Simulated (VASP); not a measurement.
Wanted: the native input for a VASP 6.6.1 run.

* Task: single point
* Functional: LDA
* Potentials or basis: VASP PAW LDA potentials, release 64 (W_sv, S)
* Cutoff: 520 eV
* k mesh: 12 × 12 × 2
* Occupations: gaussian, width 0.05 eV
* Spin: no spin polarisation
* Dipole correction: no
* Further INCAR settings: ALGO = Normal; EDIFF = 1e-06; NBANDS = 35

The structure of WS2 lies in POSCAR:

```
WS2
1.0
    3.1188552919      0.0000000000      0.0000000000
   -1.5594276460      2.7010079135      0.0000000000
    0.0000000000      0.0000000000     20.6408962075
W S
2 4
Direct
    0.3333333333      0.6666666667      0.6302757360
    0.6666666667      0.3333333333      0.3697242640
    0.3333333333      0.6666666667      0.3028928957
    0.6666666667      0.3333333333      0.5633280735
    0.3333333333      0.6666666667      0.4366719265
    0.6666666667      0.3333333333      0.6971071043
```

The input as run:

INCAR

```
PREC = Accurate
ENCUT = 520
EDIFF = 1E-6
ISMEAR = 0
SIGMA = 0.05
LREAL = False
LASPH = True
NELM = 80
ALGO = Normal
ISIF = 2
LWAVE = False
LCHARG = False
NBANDS = 35
```

KPOINTS

```
regular mesh
0
Gamma
  12 12 2
```

Potentials or basis: VASP PAW LDA potentials, release 64 (W_sv, S).

Launch:

```console
$ cat potpaw_LDA.64/W_sv/POTCAR potpaw_LDA.64/S/POTCAR > POTCAR
$ mpirun -np 1 vasp_std > vasp.out
```

Results of the run:

```json
{"Largest force": "4.886 eV/Å", "Band gap on the k mesh": "zero (bands 26 and 27 overlap by 0.39 eV)"}
```

Caveat: spin-orbit coupling is left out, which moves the levels of the heavy elements.

Wall time 4.6 min on 1 thread of Intel(R) Xeon(R) Platinum 8488C (Sapphire Rapids), with other jobs on the host, peak memory 0.34 GiB.
